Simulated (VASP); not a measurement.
Te2Mo, 6 atoms in the cell. The cell holds a slab with vacuum, 6 atoms: a = 6.363 Å, b = 3.469 Å, c = 36.171 Å, α = 90.00°, β = 90.09°, γ = 90.00°. 

```yaml
Program: VASP 6.6.1
Task: single point
Functional: PBE
Potentials_or_basis: VASP PAW PBE potentials, release 64 (Te, Mo_sv)
Cutoff: 520 eV
k_mesh: 6 × 10 × 1
Occupations: gaussian, width 0.1 eV
Spin: no spin polarisation
Dipole_correction: no
Further_INCAR_settings: ALGO = Normal; EDIFF = 1e-06; NBANDS = 35
```

Potentials or basis: VASP PAW PBE potentials, release 64 (Te, Mo_sv).

Run with:

```sh
$ cat potpaw_PBE.64/Te/POTCAR potpaw_PBE.64/Mo_sv/POTCAR > POTCAR
$ mpirun -np 1 vasp_std > vasp.out
```

Hardware: 1 thread of Oxide Virtual Turin-like Processor, with other jobs on the host.

Q: Estimate the wall time of this run.

A: Run time: 26 min on 1 thread of Oxide Virtual Turin-like Processor (shared host), peak memory 1.1 GiB. Counts: scf iterations 28, k points 24.
